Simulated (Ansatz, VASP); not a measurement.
HfSiO4 in VASP and in Ansatz

INCAR

```
SYSTEM = HfSiO4
  ALGO = Normal
  EDIFF = 1E-6
  EDIFFG = -0.001
  ENCUT = 600
  GGA = PE
  IBRION = 2
  ISIF = 3
  ISMEAR = 0
  LASPH = .TRUE.
  LCHARG = .FALSE.
  LREAL = .FALSE.
  LWAVE = .FALSE.
  NELM = 60
  NSW = 80
  PREC = Accurate
  SIGMA = 0.01
```

KPOINTS

```
k-points
0
G
  6 6 6
  0 0 0
```

POSCAR

```
HfSiO4
1.0
    0.0000000000      4.1278531264      4.1278531264
    4.1278531264      0.0000000000      4.1278531264
    4.1278531264      4.1278531264      0.0000000000
Hf Si O
1 1 4
Direct
    0.0000000000      0.0000000000      0.0000000000
    0.7500000000      0.7500000000      0.7500000000
    0.8641703972      0.8641703972      0.4074888084
    0.8641703972      0.4074888084      0.8641703972
    0.4074888084      0.8641703972      0.8641703972
    0.8641703972      0.8641703972      0.8641703972
```

Input for Ansatz:

```yaml
crystal:
  lattice:
    - [0.0, 4.1278531264, 4.1278531264]
    - [4.1278531264, 0.0, 4.1278531264]
    - [4.1278531264, 4.1278531264, 0.0]
  atoms:
    - { symbol: Hf, position: [0.0, 0.0, 0.0] }
    - { symbol: Si, position: [0.75, 0.75, 0.75] }
    - { symbol: O, position: [0.8641703972, 0.8641703972, 0.4074888084] }
    - { symbol: O, position: [0.8641703972, 0.4074888084, 0.8641703972] }
    - { symbol: O, position: [0.4074888084, 0.8641703972, 0.8641703972] }
    - { symbol: O, position: [0.8641703972, 0.8641703972, 0.8641703972] }
basis:
  ecutwfc: 420
kpoints:
  mp_grid: { grid: [6, 6, 6] }
hamiltonian:
  xc: pbe
scf:
  occupations: { method: fixed }
output:
  forces: true
  stress: true
  eigenvalues: true
relax:
  adjacent_minimum: "off"
  f_tol: 0.001
  max_steps: 60
  cell: { stress_tol: 0.01 }
```

Alike in both runs: task relaxation of cell and atoms; functional PBE; k mesh 6 × 6 × 6; no spin polarisation.

```csv
,VASP,Ansatz
version,VASP 6.6.1,Ansatz 0.2.0
potentials or method,"VASP PAW PBE potentials, release 64 (Hf_pv, Si, O), cutoff 600 eV","scalar-relativistic, plane waves, PAW"
occupations,"gaussian, width 0.01 eV",fixed
valence electrons in the cell,38,54
```

|  | VASP | Ansatz | Ansatz less VASP |
| --- | --- | --- | --- |
| gap on the k mesh at the Fermi level, each at its own relaxed structure (eV) | 4.78 | 4.76 | -0.021 |
| relaxed volume (Å³/atom) | 23.32 | 23.45 | +0.131 |
| relaxed length of the cell vector where the two differ most in proportion (Å) | 5.827 | 5.838 | +0.0109 |

VASP's potentials hold 38 valence electrons a cell and Ansatz's 54, so a difference there can come from the potentials and not from the codes.

Neither program's run includes spin-orbit coupling.
